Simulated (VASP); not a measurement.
# TePb (F-43m) in VASP: a series of runs, part 2 of 2

VASP 6.6.1. The steps go on from the part before.

**4. Single point, PBEsol (47.70 Å³/atom)**

This run uses another cell than the first one, of 47.70 Å³/atom.

Contents of INCAR:

```
SYSTEM = TePb
  PREC = Accurate
  ENCUT = 500
  EDIFF = 1E-6
  ISMEAR = 0
  SIGMA = 0.05
  LREAL = .FALSE.
  LASPH = .TRUE.
  NELM = 120
  ALGO = Normal
  ISIF = 2
  LWAVE = .FALSE.
  LCHARG = .FALSE.
  GGA = PS
  NBANDS = 17
  GGA_COMPAT = .FALSE.
```

Contents of KPOINTS:

```
Automatic mesh
0
G
  8 8 8
  0 0 0
```

Contents of POSCAR:

```
TePb
1.0
    0.0000000000      3.6267679177      3.6267679177
    3.6267679177      0.0000000000      3.6267679177
    3.6267679177      3.6267679177      0.0000000000
Pb Te
1 1
Direct
    0.0000000000      0.0000000000      0.0000000000
    0.2500000000      0.2500000000      0.2500000000
```

Potentials or basis: VASP PAW PBE potentials, release 64 (Pb_d, Te).

Command:

```console
$ cat potpaw_PBE.64/Pb_d/POTCAR potpaw_PBE.64/Te/POTCAR > POTCAR
$ mpirun -np 1 vasp_std > vasp.out
```

OUTCAR:

```text
SYSTEM = TePb
   PREC = Accurate
   ENCUT = 500
   EDIFF = 1E-6
   ISMEAR = 0
   LREAL = .FALSE.
   LASPH = .TRUE.
   NELM = 120
   ISIF = 2
   GGA = PS

 ion  position               nearest neighbor table
   1  0.000  0.000  0.000-   2 3.14   2 3.14   2 3.14   2 3.14
   2  0.250  0.250  0.250-   1 3.14   1 3.14   1 3.14   1 3.14

  LATTYP: Found a face centered cubic cell.
 ALAT       =     7.2535358354

  Lattice vectors:

 A1 = (   0.0000000000,   3.6267679177,   3.6267679177)
 A2 = (   3.6267679177,   0.0000000000,   3.6267679177)
 A3 = (   3.6267679177,   3.6267679177,   0.0000000000)

Analysis of symmetry for initial positions (statically):
=====================================================================
 Subroutine PRICEL returns:
 Original cell was already a primitive cell.

 Routine SETGRP: Setting up the symmetry group for a
 face centered cubic supercell.

 Subroutine GETGRP returns: Found 24 space group operations
 (whereof 24 operations were pure point group operations)
 out of a pool of 48 trial point group operations.

The static configuration has the point symmetry T_d .

Analysis of symmetry for dynamics (positions and initial velocities):
=====================================================================
 Subroutine PRICEL returns:
 Original cell was already a primitive cell.

 Routine SETGRP: Setting up the symmetry group for a
 face centered cubic supercell.

 Subroutine GETGRP returns: Found 24 space group operations
 (whereof 24 operations were pure point group operations)
 out of a pool of 48 trial point group operations.

The dynamic configuration has the point symmetry T_d .

 Subroutine INISYM returns: Found 24 space group operations
 (whereof 24 operations are pure point group operations),
 and found     1 'primitive' translations

----------------------------------------------------------------------------------------

                                     Primitive cell
[... 110 lines left out ...]
     AMIX     =   0.40;   BMIX     =  1.00
     AMIX_MAG =   1.60;   BMIX_MAG =  1.00
  volume/ion in A,a.u.               =      47.70       321.93
  Fermi-wavevector in a.u.,A,eV,Ry     =   0.972497  1.837753 12.867723  0.945751
  Thomas-Fermi vector in A             =   2.102801
   LORBIT       =      0    0 simple, 1 ext, 2 COOP (PROOUT), +10 PAW based schemes
   GGA     = PS    functional components
   LHFCALC =     F    Hartree Fock is set to
   AEXX    =    0.0000 exact exchange contribution
   IVDW    =     0    specifies the selected vdW correction
   LEPSILON=     F    determine dielectric tensor
   LRPA    =     F    only Hartree local field effects (RPA)
 non-spin polarized calculation
 Gauss-broadening in eV      SIGMA  =   0.05
  energy-cutoff  :      500.00
  volume of cell :       95.41
 maximum number of plane-waves:      2452
 NGX is ok and might be reduce to    40
   NGX = 19   NGY = 19   NGZ = 19

 number of electron      20.0000002 magnetization

 Free energy of the ion-electron system (eV)
  ---------------------------------------------------
  ext. energy  EPLUGINS =         0.00000000
  ---------------------------------------------------
  free energy    TOTEN  =        -7.69298068 eV

  energy without entropy =       -7.69298068  energy(sigma->0) =       -7.69298068

 E-fermi :   3.0609     XC(G=0):  -7.6780

 val. band max:        2.7735128386   @ k =  -0.2500   0.5000   0.2500
 cond. band min:       3.2656233556   @ k =   0.5000   0.5000   0.0000
 fundamental gap:      0.4921105169
 Fermi energy:         3.0609457682

 k-point     1 :       0.0000    0.0000    0.0000
  band No.  band energies     occupation
      1     -14.1166      2.00000
      2     -14.1166      2.00000
      3     -14.1166      2.00000
      4     -14.0905      2.00000
      5     -14.0905      2.00000
      6      -8.7154      2.00000
[... 457 lines left out ...]
      4     -14.0909      2.00000
      5     -14.0895      2.00000
      6      -7.8193      2.00000
[... 9 lines left out ...]
     16      10.1200      0.00000
     17      10.5102      0.00000

 [... further k-points ...]

------------------------ aborting loop because EDIFF is reached ----------------------------------------

  FORCE on cell =-STRESS in cart. coord.  units (eV):
  Direction    XX          YY          ZZ          XY          YZ          ZX
  --------------------------------------------------------------------------------------
  -------------------------------------------------------------------------------------
  Total       -0.3257423     -0.3257423     -0.3257423      0.0000000      0.0000000     -0.0000000
  in kB       -5.4701025     -5.4701025     -5.4701025      0.0000000      0.0000000     -0.0000000
  external PRESSURE =      -5.4701025 kB  Pullay stress =       0.0000000 kB

 VOLUME and BASIS-vectors are now :
 -----------------------------------------------------------------------------
  energy-cutoff  :      500.00
  volume of cell :       95.41
      direct lattice vectors                 reciprocal lattice vectors
     0.000000000  3.626767918  3.626767918    -0.137863798  0.137863798  0.137863798
     3.626767918  0.000000000  3.626767918     0.137863798 -0.137863798  0.137863798
     3.626767918  3.626767918  0.000000000     0.137863798  0.137863798 -0.137863798

 POSITION                                       TOTAL-FORCE (eV/Angst)
 -----------------------------------------------------------------------------------
      0.00000      0.00000      0.00000         0.000000      0.000000      0.000000
      1.81338      1.81338      1.81338        -0.000000     -0.000000     -0.000000
 -----------------------------------------------------------------------------------
    total drift:                                0.000000      0.000000      0.000000

  FREE ENERGIE OF THE ION-ELECTRON SYSTEM (eV)
  ---------------------------------------------------
  free  energy   TOTEN  =        -7.6929806775 eV

  energy  without entropy=       -7.6929806775  energy(sigma->0) =       -7.69298068
```

OSZICAR:

```text
N       E                     dE             d eps       ncg     rms          rms(c)
DAV:   1     0.153483269446E+03    0.15348E+03   -0.85499E+03   994   0.102E+03
DAV:   2     0.377546491595E+01   -0.14971E+03   -0.14552E+03  1048   0.275E+02
DAV:   3    -0.755465352915E+01   -0.11330E+02   -0.11282E+02  1280   0.847E+01
DAV:   4    -0.788227577171E+01   -0.32762E+00   -0.32748E+00  1233   0.183E+01
DAV:   5    -0.789708881703E+01   -0.14813E-01   -0.14813E-01  1356   0.329E+00    0.349E+00
DAV:   6    -0.769880370948E+01    0.19829E+00   -0.47604E-01  1380   0.391E+00    0.216E+00
DAV:   7    -0.769047111306E+01    0.83326E-02   -0.10854E-01  1047   0.132E+00    0.975E-01
DAV:   8    -0.769225636923E+01   -0.17853E-02   -0.12209E-02  1106   0.935E-01    0.199E-01
DAV:   9    -0.769258379109E+01   -0.32742E-03   -0.27828E-03  1106   0.377E-01    0.569E-02
DAV:  10    -0.769284490385E+01   -0.26111E-03   -0.54376E-04  1065   0.137E-01    0.403E-02
DAV:  11    -0.769298031917E+01   -0.13542E-03   -0.24144E-04  1009   0.687E-02    0.335E-02
DAV:  12    -0.769298067746E+01   -0.35829E-06   -0.73221E-06  1336   0.175E-02
   1 F= -.76929807E+01 E0= -.76929807E+01  d E =-.872374E-11
```

Run time: 29 s. Hardware: 1 thread of Intel Xeon 6975P-C (Granite Rapids), shared host; peak memory 0.25 GiB.

Results:

* Free energy: -7.6930 eV
* Pressure: -0.5 GPa
* Band gap on the k mesh: 0.49 eV (least direct gap 1.13 eV)

Caveat: the PAW data sets were made with another functional, which shifts forces and pressure a little; spin-orbit coupling is left out, which moves the levels of the heavy elements. A k mesh can miss the band edges.

**5. Single point, PBEsol (48.64 Å³/atom)**

This run uses another cell than the first one, of 48.64 Å³/atom.

Contents of INCAR:

```
ALGO = Normal ; EDIFF = 1E-6
ENCUT = 500 ; GGA = PS
GGA_COMPAT = F ; ISIF = 2
ISMEAR = 0 ; LASPH = T
LCHARG = F ; LREAL = F
LWAVE = F ; NBANDS = 17
NELM = 120 ; PREC = Accurate
SIGMA = 0.05
```

Contents of KPOINTS:

```
k-points
0
Gamma
  8 8 8
```

Contents of POSCAR:

```
TePb
1.0
    0.0000000000      3.6503190187      3.6503190187
    3.6503190187      0.0000000000      3.6503190187
    3.6503190187      3.6503190187      0.0000000000
Pb Te
1 1
Direct
    0.0000000000      0.0000000000      0.0000000000
    0.2500000000      0.2500000000      0.2500000000
```

Command:

```console
$ cat potpaw_PBE.64/Pb_d/POTCAR potpaw_PBE.64/Te/POTCAR > POTCAR
$ mpirun -np 1 vasp_std > vasp.out
```

Wall time 32 s (1 thread of Intel Xeon 6975P-C (Granite Rapids), shared host); peak memory 0.25 GiB.

It converged, with:

```yaml
Free_energy: -7.6843 eV
Pressure: -1.0 GPa
Band_gap_on_the_k_mesh: 0.54 eV (least direct gap 1.14 eV)
```

Levels at points of the mesh, in eV from the valence-band top:
```csv
k point,band 8,band 9,band 10,band 11,band 12,band 13
"(0.00, 0.00, 0.00)",-1.44,-1.44,-1.44,1.50,1.50,1.50
"(0.50, 0.00, 0.00)",-1.99,-1.99,-1.95,2.31,2.31,3.66
"(0.50, 0.50, 0.00)",-2.66,-2.66,-0.61,0.54,4.35,4.35
```

Caveat: the PAW data sets were made with another functional, which shifts forces and pressure a little; spin-orbit coupling is left out, which moves the levels of the heavy elements.

**6. Summary**

| cell | gap on the mesh (eV) | pressure (GPa) |
| --- | --- | --- |
| a = 5.026 Å, angles 60.0°, 2 atoms | 0.33 | 1.2 |
| a = 5.061 Å, angles 60.0°, 2 atoms | 0.39 | 0.5 |
| a = 5.129 Å, angles 60.0°, 2 atoms | 0.49 | -0.5 |
| a = 5.162 Å, angles 60.0°, 2 atoms | 0.54 | -1.0 |

Alike in all rows: task single point; level PBEsol; potentials or basis VASP PAW PBE potentials, release 64 (Pb_d, Te); no spin polarisation; k mesh 8 × 8 × 8; cutoff (eV) 500; smearing gaussian 0.05 eV.

Caveats: the PAW data sets were made with another functional, which shifts forces and pressure a little; spin-orbit coupling is left out, which moves the levels of the heavy elements.

Total energies depend on the potentials used, so only differences within one code and one set of settings carry meaning.
